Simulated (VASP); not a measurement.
Set up this calculation in VASP 6.6.1, as the native input.

- Task: single point
- Functional: r2SCAN
- Potentials or basis: VASP PAW PBE potentials, release 64 (Cd, S)
- Cutoff: 520 eV
- k mesh: 8 × 8 × 8
- Occupations: fermi-dirac, width 0.05 eV
- Spin: no spin polarisation
- Dipole correction: no
- Further INCAR settings: ALGO = Normal; EDIFF = 1e-06; NBANDS = 16

CdS (Hawleyite):

```
CELL_PARAMETERS angstrom
0.00000 2.89693 2.89693
2.89693 0.00000 2.89693
2.89693 2.89693 0.00000
ATOMIC_POSITIONS crystal
Cd 0.00000 0.00000 0.00000
S 0.75000 0.75000 0.75000
```

One way to write it, as run:

POSCAR

```
CdS
1.0
    0.0000000000      2.8969255847      2.8969255847
    2.8969255847      0.0000000000      2.8969255847
    2.8969255847      2.8969255847      0.0000000000
Cd S
1 1
Direct
    0.0000000000      0.0000000000      0.0000000000
    0.7500000000      0.7500000000      0.7500000000
```

INCAR.step1

```
ALGO = Normal
EDIFF = 1E-4
ENCUT = 520
GGA = PE
ISMEAR = -1
LASPH = T
LCHARG = F
LREAL = F
LWAVE = T
NBANDS = 16
NELM = 60
PREC = Accurate
SIGMA = 0.05
```

INCAR.step2

```
ALGO = Normal
EDIFF = 1E-6
ENCUT = 520
ISIF = 2
ISMEAR = -1
ISTART = 1
LASPH = T
LCHARG = F
LMIXTAU = T
LREAL = F
LWAVE = F
METAGGA = R2SCAN
NBANDS = 16
NELM = 60
PREC = Accurate
SIGMA = 0.05
```

KPOINTS

```
k-points
0
Gamma
  8 8 8
```

Potentials or basis: VASP PAW PBE potentials, release 64 (Cd, S).

Run with:

```bash
$ cat potpaw_PBE.64/Cd/POTCAR potpaw_PBE.64/S/POTCAR > POTCAR
$ cp INCAR.step1 INCAR
$ mpirun -np 1 vasp_std > vasp.out
$ cp INCAR.step2 INCAR
$ mpirun -np 1 vasp_std > vasp.out
```

Results of the run:

```json
{"Pressure": "3.3 GPa", "Band gap on the k mesh": "1.64 eV, direct"}
```

Caveat: the PAW data sets were made with another functional, which shifts forces and pressure a little.

It took 54 s on 1 thread of AMD EPYC 9R45 96-Core Processor (Zen 5) (shared host), peak memory 0.15 GiB.
